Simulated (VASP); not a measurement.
Runs of VASP 6.6.1 on Cu4Sn. The structure is that of space group Pm-3m (No. 221), or close to it. The cells are those of the table. 

| task | cell | k mesh | cutoff (eV) | gap on the mesh (eV) | pressure (GPa) | relaxed volume (Å³/atom) |
| --- | --- | --- | --- | --- | --- | --- |
| single point | a = 4.792 Å, 5 atoms | 4 × 4 × 4 | 520 | none | (b) | - |
| single point | a = 4.809 Å, 5 atoms | 8 × 8 × 8 | 520 | none | 0.1 | - |
| relaxation of cell and atoms | relaxed from a = 4.792 Å, 5 atoms | 8 × 8 × 8 | 600 | none | 0.0 | 22.33 |
| single point | a = 4.133 Å, 5 atoms | 4 × 4 × 4 | 520 | none | (a) | - |
| relaxation of cell and atoms | relaxed from a = 4.133 Å, 5 atoms | 4 × 4 × 4 | 600 | none | -0.3 | 22.22 |

Alike in all rows: level PBE; potentials or basis VASP PAW PBE potentials, release 64 (Cu, Sn_d); no spin polarisation; smearing gaussian 0.1 eV.

Task: Fill in the values left out.

Result: (a) 66.1; (b) 0.4.

Caveats: some runs use coarse meshes; spin-orbit coupling is left out, which moves the levels of the heavy elements; the volume moved by over 15 % at a fixed basis, so the end points are rough (some runs).

A k mesh can miss the band edges, and the runs leave out spin-orbit coupling on Sn.

A gap of «none» marks levels without a gap at the run's occupations.
